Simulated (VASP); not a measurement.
CaSn2:

```
Ca Sn
1.0
    -1.98570    1.98570    4.87117
     1.98570   -1.98570    4.87117
     1.98570    1.98570   -4.87117
Ca Sn
1 2
Direct
  0.00000 0.00000 0.00000
  0.66500 0.66500 0.00000
  0.33500 0.33500 0.00000
```

```yaml
Program: VASP 6.6.1
Task: relaxation of cell and atoms
Functional: PBE
Potentials_or_basis: VASP PAW PBE potentials, release 64 (Ca_sv, Sn_d)
Cutoff: 600 eV
k_mesh: 6 × 6 × 6
Occupations: gaussian, width 0.1 eV
Spin: no spin polarisation
```

At the start: pressure 6.2 GPa; volume 25.61 Å³/atom.

Task: How do energy, volume and symmetry change on relaxing?

Result: Over 11 steps the energy falls by 132.1 meV/atom and the volume is 29.14 Å³/atom (+13.8 %); space group I4/mmm (No. 139, to 0.1 Å) before and after.

The path:
```
step  energy change (eV)  largest force (eV/Å)  pressure (GPa)  volume (Å³)
   1              0.0000                0.5655            6.25        76.83
   2             -0.2050                0.5072           -0.74        88.47
   3             -0.2058                0.5110           -0.39        87.63
   4             -0.2351                0.4950           -0.39        87.48
   5             -0.3198                0.3838           -0.19        87.01
   6             -0.3865                0.1807            0.92        85.99
   7             -0.3901                0.0111            0.54        86.24
   8             -0.3906                0.0500            0.61        86.18
   9             -0.3851                0.0606           -0.79        89.49
  10             -0.3958                0.0471            0.01        87.52
  11             -0.3962                0.0210            0.02        87.42
```

Final structure:
```
CELL_PARAMETERS angstrom
-2.00779 2.00779 5.42164
2.00779 -2.00779 5.42164
2.00779 2.00779 -5.42164
ATOMIC_POSITIONS crystal
Ca 0.00000 0.00000 0.00000
Sn 0.69036 0.69036 0.00000
Sn 0.30964 0.30964 0.00000
```
